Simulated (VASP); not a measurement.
Write the native input for VASP 6.6.1 that does the following.

| Item | Value |
| --- | --- |
| Task | single point |
| Functional | LDA |
| Potentials or basis | VASP PAW LDA potentials, release 64 (Ir) |
| Cutoff | 520 eV |
| k mesh | 22 × 22 × 22 |
| Occupations | gaussian, width 0.15 eV |
| Spin | no spin polarisation |
| Dipole correction | no |
| Further INCAR settings | ALGO = Fast; EDIFF = 1e-06; NBANDS = 10 |

The structure of Ir lies in POSCAR:

```
Ir
1.0
    0.0000000000      2.0732760000      1.9197000000
    2.0732760000      0.0000000000      1.9197000000
    2.0732760000      2.0732760000      0.0000000000
Ir
1
Direct
    0.0000000000      0.0000000000      0.0000000000
```

This cell differs from its parent crystal: strain +0.080 along x and y, +0.000 along z.

The input as run:

INCAR

```
PREC = Accurate
ENCUT = 520
EDIFF = 1E-6
ISMEAR = 0
SIGMA = 0.15
LREAL = False
LASPH = True
NELM = 60
ALGO = Fast
ISIF = 2
LWAVE = False
LCHARG = False
NBANDS = 10
```

KPOINTS

```
regular mesh
0
Gamma
  22 22 22
```

Potentials or basis: VASP PAW LDA potentials, release 64 (Ir).

The run is started by

```console
$ cat potpaw_LDA.64/Ir/POTCAR > POTCAR
$ mpirun -np 1 vasp_std > vasp.out
```

Results of the run:

- Pressure: -42.8 GPa

Caveat: the cell differs from its parent crystal (strain +0.080 along x and y, +0.000 along z).

It took 2.9 min on 1 thread of Intel Xeon 8259CL (shared host), peak memory 0.26 GiB.
